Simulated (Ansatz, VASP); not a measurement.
# Two plane-wave programs on Sb2Se5

```
Sb Se
1.0
     7.14248   -1.93026   -0.12158
     7.14248    1.93026   -0.12158
    -6.45538    0.00000    9.59382
Sb Se
2 5
Direct
  0.37463 0.37463 0.20147
  0.62537 0.62537 0.79853
  0.58874 0.58874 0.42626
  0.41126 0.41126 0.57374
  0.00000 0.00000 0.50000
  0.09494 0.09494 0.92854
  0.90506 0.90506 0.07146
```

Change from the starting cell: species swapped into the Al2Te5 type (C2/m, No. 12).

Alike in both runs: functional PBE; k mesh 3 × 3 × 2; occupations gaussian, width 0.15 eV; no spin polarisation.

Ansatz relaxed the structure, and its values are those at the end. VASP's run is a single point on that final structure, the one shown.

|  | VASP | Ansatz |
| --- | --- | --- |
| version | VASP 6.6.1 | Ansatz 0.2.0 |
| potentials or method | VASP PAW PBE potentials, release 64 (Sb, Se), cutoff 520 eV | scalar-relativistic, plane waves, PAW |
| valence electrons in the cell | 40 | 110 |

```csv
,VASP,Ansatz,Ansatz less VASP
gap on the k mesh at the Fermi level (eV),1.42,1.44,+0.017
least direct gap on the mesh (eV),1.48,1.49,+0.003
pressure (GPa),0.3,0.3,-0.06
rms of the force components (eV/Å),0.052,0.035,-0.0172
```

With one functional, cell and mesh, what is left measures potentials, basis and numerics. VASP's potentials hold 40 valence electrons a cell and Ansatz's 110, so a difference there can come from the potentials and not from the codes.

The k mesh is coarse, so the values compare programs but aren't converged. Neither program's run includes spin-orbit coupling.
